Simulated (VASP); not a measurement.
Input of a VASP 6.6.1 run:

Contents of INCAR:

```
  PREC = Accurate
  ENCUT = 600
  EDIFF = 1E-6
  ISMEAR = 0
  SIGMA = 0.1
  LREAL = False
  LASPH = True
  NELM = 80
  ALGO = Normal
  ISIF = 3
  LWAVE = False
  LCHARG = False
  GGA = PS
  IBRION = 2
  NSW = 70
  EDIFFG = -0.005
```

File KPOINTS:

```
Automatic mesh
0
Gamma
  15 15 14
```

The input POSCAR:

```
TiB2
1.0
    3.0321013830      0.0000000000      0.0000000000
   -1.5160506915      2.6258768246      0.0000000000
    0.0000000000      0.0000000000      3.2234109036
Ti B
1 2
Direct
    0.0000000000      0.0000000000      0.0000000000
    0.3333333333      0.6666666667      0.5000000000
    0.6666666667      0.3333333333      0.5000000000
```

Potentials or basis: VASP PAW PBE potentials, release 64 (Ti_sv, B).

Run with:

```bash
$ cat potpaw_PBE.64/Ti_sv/POTCAR potpaw_PBE.64/B/POTCAR > POTCAR
$ mpirun -np 1 vasp_std > vasp.out
```

(1) What does it give for the relaxed volume?

(2) Estimate the space group after relaxing (to 0.1 Å).

## Answers

(1) 8.38 Å³/atom.

(2) P6/mmm (No. 191).

Caveat: the PAW data sets were made with another functional, which shifts forces and pressure a little.
